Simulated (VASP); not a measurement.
Set up this calculation in VASP 6.6.1, as the native input.

- Task: single point
- Functional: PBEsol
- Potentials or basis: VASP PAW PBE potentials, release 64 (Ti_sv, Al)
- Cutoff: 520 eV
- k mesh: 14 × 14 × 5
- Occupations: gaussian, width 0.15 eV
- Spin: no spin polarisation
- Dipole correction: no
- Further INCAR settings: ALGO = Fast; EDIFF = 1e-06; NBANDS = 32

The structure of TiAl lies in POSCAR:

```
TiAl
1.0
    0.0000000000     -3.1560751060      0.0000000000
    0.0000000000      0.0000000000     -3.1560751060
    9.4682253181     -0.5260125177     -1.3150312942
Ti Al
3 3
Direct
   -0.1250000000     -0.3125000000      0.7500000000
   -0.0138888889     -0.0347222222      0.0833333333
   -0.0694444444     -0.1736111111      0.4166666667
    0.3472222222      0.1180555556      0.9166666667
    0.4583333333      0.3958333333      0.2500000000
    0.4027777778      0.2569444444      0.5833333333
```

This cell differs from its parent crystal: the part above a cut slid along it.

One way to write it, as run:

INCAR

```
SYSTEM = TiAl
PREC = Accurate
ENCUT = 520
EDIFF = 1E-6
ISMEAR = 0
SIGMA = 0.15
LREAL = .False.
LASPH = .True.
NELM = 60
ALGO = Fast
ISIF = 2
LWAVE = .False.
LCHARG = .False.
GGA = PS
NBANDS = 32
```

KPOINTS

```
regular mesh
0
Gamma
  14 14 5
  0 0 0
```

Potentials or basis: VASP PAW PBE potentials, release 64 (Ti_sv, Al).

Run with:

```bash
$ cat potpaw_PBE.64/Ti_sv/POTCAR potpaw_PBE.64/Al/POTCAR > POTCAR
$ mpirun -np 1 vasp_std > vasp.out
```

Results of the run:

```
Pressure               : 10.3 GPa
Largest force          : 10.625 eV/Å
Band gap on the k mesh : zero (an odd number of electrons rules out a gap without spin polarisation)
```

Caveat: the cell differs from its parent crystal (the part above a cut slid along it); the stress differs along the axes, from -3 to 24 GPa; the PAW data sets were made with another functional, which shifts forces and pressure a little.

Run time: 99 min on 1 thread of Oxide Virtual Turin-like Processor, with other jobs on the host, peak memory 1.1 GiB.
